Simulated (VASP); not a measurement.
Input of a VASP 6.6.1 run:

Contents of POSCAR:

```
Al2Au
1.0
    0.0065590317      2.9914276034      2.9594610592
    2.9941330792      0.0136172287      2.9524128456
    3.0345454997      3.0247918103     -0.0267951919
Al Au
2 1
Direct
    0.3017200000      0.2537600000      0.1846200000
    0.7680600000      0.7266100000      0.7436800000
    0.9971400000      0.9727200000      0.0173000000
```

INCAR.step1

```
SYSTEM = Al2Au
ALGO = Normal
EDIFF = 1E-5
ENCUT = 550
GGA = PE
GGA_COMPAT = .False.
ISMEAR = -1
LASPH = .True.
LCHARG = .False.
LREAL = .False.
LWAVE = .True.
NBANDS = 16
NELM = 120
PREC = Accurate
SIGMA = 0.02
```

The input INCAR.step2:

```
SYSTEM = Al2Au
ALGO = Normal
EDIFF = 1E-6
ENCUT = 550
GGA_COMPAT = .False.
ISIF = 2
ISMEAR = -1
ISTART = 1
IVDW = 12
LASPH = .True.
LCHARG = .False.
LMIXTAU = .True.
LREAL = .False.
LWAVE = .False.
METAGGA = R2SCAN
NBANDS = 16
NELM = 120
PREC = Accurate
SIGMA = 0.02
VDW_A1 = 0.49484001
VDW_A2 = 5.73083694
VDW_S6 = 1.0
VDW_S8 = 0.78981345
```

File KPOINTS:

```
k-points
0
Gamma
  5 5 5
  0 0 0
```

Potentials or basis: VASP PAW PBE potentials, release 64 (Al, Au).

Run with:

```sh
$ cat potpaw_PBE.64/Al/POTCAR potpaw_PBE.64/Au/POTCAR > POTCAR
$ cp INCAR.step1 INCAR
$ mpirun -np 1 vasp_std > vasp.out
$ cp INCAR.step2 INCAR
$ mpirun -np 1 vasp_std > vasp.out
```

(1) What does it give for the pressure?

(2) What does it give for the band gap on the k mesh?

(3) Estimate the largest force.

Answers

(1) 2.1 GPa.

(2) zero (an odd number of electrons rules out a gap without spin polarisation).

(3) 1.579 eV/Å.

Caveat: the k points lie up to 0.37 Å⁻¹ apart, too coarse for converged energies and pressures of a metal; the PAW data sets were made with another functional, which shifts forces and pressure a little; spin-orbit coupling is left out, which moves the levels of the heavy elements.
